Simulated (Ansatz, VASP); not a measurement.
## One calculation of Ge32H19N, two programs

```
Ge H N
1.0
     8.00162    8.00162    0.00000
    -8.00162    8.00162    0.00000
     0.00000    0.00000   20.91290
Ge H N
32 19 1
Direct
  0.68840 0.31329 0.34278
  0.81999 0.69336 0.34105
  0.04487 0.96868 0.38397
  0.31868 0.19166 0.34152
  0.96737 0.53557 0.38172
  0.19708 0.80462 0.34951
  0.46591 0.03285 0.38157
  0.54060 0.47247 0.38120
  0.88081 0.38535 0.30341
  0.89270 0.88633 0.30562
  0.12854 0.11535 0.30194
  0.38993 0.38502 0.30407
  0.11350 0.62238 0.30185
  0.37927 0.88615 0.30106
  0.61422 0.12103 0.30387
  0.62870 0.61776 0.30072
  0.00187 0.24882 0.23544
  0.99966 0.74892 0.22923
  0.25245 0.99812 0.22795
  0.49960 0.24981 0.22921
  0.24972 0.50090 0.23542
  0.50109 0.74996 0.23492
  0.75108 0.00003 0.23594
  0.75171 0.49797 0.22837
  0.87500 0.12500 0.16446
  0.87500 0.62500 0.16446
  0.12500 0.87500 0.16446
  0.37500 0.12500 0.16446
  0.12500 0.37500 0.16446
  0.37500 0.62500 0.16446
  0.62500 0.87500 0.16446
  0.62500 0.37500 0.16446
  0.95102 0.04898 0.11954
  0.79898 0.20102 0.11954
  0.95102 0.54898 0.11954
  0.79898 0.70102 0.11954
  0.20102 0.79898 0.11954
  0.04898 0.95102 0.11954
  0.45102 0.04898 0.11954
  0.29898 0.20102 0.11954
  0.20102 0.29898 0.11954
  0.04898 0.45102 0.11954
  0.45102 0.54898 0.11954
  0.29898 0.70102 0.11954
  0.70102 0.79898 0.11954
  0.54898 0.95102 0.11954
  0.70102 0.29898 0.11954
  0.54898 0.45102 0.11954
  0.20588 0.69838 0.46510
  0.31244 0.80023 0.46202
  0.33088 0.67065 0.42635
  0.27008 0.73505 0.43691
```

Alike in both runs: task single point; functional PBE; dispersion D3(BJ); k mesh 1 × 1 × 1; occupations gaussian, width 0.03 eV; no spin polarisation.

|  | VASP | Ansatz |
| --- | --- | --- |
| version | VASP 6.6.1 | Ansatz 0.2.0 |
| potentials or method | VASP PAW PBE potentials, release 64 (Ge_d, H, N), cutoff 520 eV | scalar-relativistic, plane waves, PAW |
| valence electrons in the cell | 472 | 472 |

```tsv
	VASP	Ansatz	Ansatz less VASP
rms of the force components (eV/Å)	0.131	0.130	-0.0003
```
